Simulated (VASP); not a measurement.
Tl: single point with PBE

Tl:

```xyz
2
Lattice="3.3178 0.0000 0.0000 -1.6589 2.8733 0.0000 0.0000 0.0000 5.3040" Properties=species:S:1:pos:R:3 pbc="T T T"
Tl    0.0000    1.9155    1.3260
Tl    1.6589    0.9578    3.9780
```

This cell differs from its parent crystal: strain -0.040 along x and y, -0.040 along z.

| Property | Result |
| --- | --- |
| Program | VASP 6.6.1 |
| Task | single point |
| Functional | PBE |
| Potentials or basis | VASP PAW PBE potentials, release 64 (Tl_d) |
| Cutoff | 520 eV |
| k mesh | 18 × 18 × 10 |
| Occupations | gaussian, width 0.15 eV |
| Spin | no spin polarisation |

The pressure is 10.3 GPa. The band gap on the k mesh is zero (bands 13 and 14 overlap by 6.71 eV).

Stress tensor (GPa, compression positive):
```
10.13  0.00  0.00
 0.00 10.13  0.00
 0.00  0.00 10.70
```

Levels at points of the mesh, in eV from the Fermi level:
| k point | band 9 | band 10 | band 11 | band 12 | band 13 | band 14 | band 15 | band 16 | band 17 | band 18 |
| --- | --- | --- | --- | --- | --- | --- | --- | --- | --- | --- |
| (0.00, 0.00, 0.00) | -11.20 | -11.20 | -11.01 | -5.09 | -3.43 | 8.78 | 8.78 | 10.47 | 11.13 | 11.13 |
| (0.50, 0.00, 0.00) | -11.13 | -11.13 | -5.95 | -4.98 | -0.53 | 0.45 | 1.31 | 4.05 | 4.07 | 8.82 |
| (0.00, 0.00, 0.50) | -11.34 | -11.34 | -9.36 | -9.36 | 3.75 | 3.75 | 9.85 | 9.85 | 9.85 | 9.85 |
| (0.50, 0.00, 0.50) | -11.15 | -11.15 | -4.69 | -4.69 | -2.75 | -2.75 | 5.99 | 5.99 | 6.77 | 6.77 |

It took 78 s on 1 thread of Intel(R) Xeon(R) 6975P-C (Granite Rapids), on a shared host, peak memory 0.3 GiB.

Caveat: the cell differs from its parent crystal (strain -0.040 along x and y, -0.040 along z); the cell stands under pressure; spin-orbit coupling is left out, which moves the levels of the heavy elements.
